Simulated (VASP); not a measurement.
Wanted: the native input for a VASP 6.6.1 run.

```
Task                   : single point
Functional             : PBE
Potentials or basis    : VASP PAW PBE potentials, release 64 (Na_pv, Cl)
Cutoff                 : 520 eV
k mesh                 : 4 × 4 × 4
Occupations            : gaussian, width 0.01 eV
Spin                   : no spin polarisation
Dipole correction      : no
Further INCAR settings : ALGO = Normal; EDIFF = 1e-07; NBANDS = 14
```

The structure of NaCl lies in POSCAR:

```
NaCl
1.0
    0.0000000000      2.7552783852      2.7552783852
    2.7552783852      0.0000000000      2.7552783852
    2.7552783852      2.7552783852      0.0000000000
Na Cl
1 1
Direct
    0.0000000000      0.0000000000      0.0000000000
    0.5000000000      0.5000000000      0.5000000000
```

This cell differs from its parent crystal: volume changed by -5%.

These files were run (other wordings do the same):

INCAR

```
SYSTEM = NaCl
PREC = Accurate ; ENCUT = 520
EDIFF = 1E-7 ; ISMEAR = 0
SIGMA = 0.01 ; LREAL = .False.
LASPH = .True. ; NELM = 60
ALGO = Normal ; ISIF = 2
LWAVE = .False. ; LCHARG = .False.
GGA = PE ; NBANDS = 14
```

KPOINTS

```
Automatic mesh
0
Gamma
  4 4 4
  0 0 0
```

Potentials or basis: VASP PAW PBE potentials, release 64 (Na_pv, Cl).

Launch:

```bash
$ cat potpaw_PBE.64/Na_pv/POTCAR potpaw_PBE.64/Cl/POTCAR > POTCAR
$ mpirun -np 1 vasp_std > vasp.out
```

Results of the run:

| Property | Result |
| --- | --- |
| Pressure | 3.0 GPa |
| Band gap on the k mesh | 5.39 eV, direct |

Caveat: the k points lie up to 0.49 Å⁻¹ apart.

It took 8.7 s on 1 thread of Intel Xeon 6975P-C, on a shared host, peak memory 0.15 GiB.
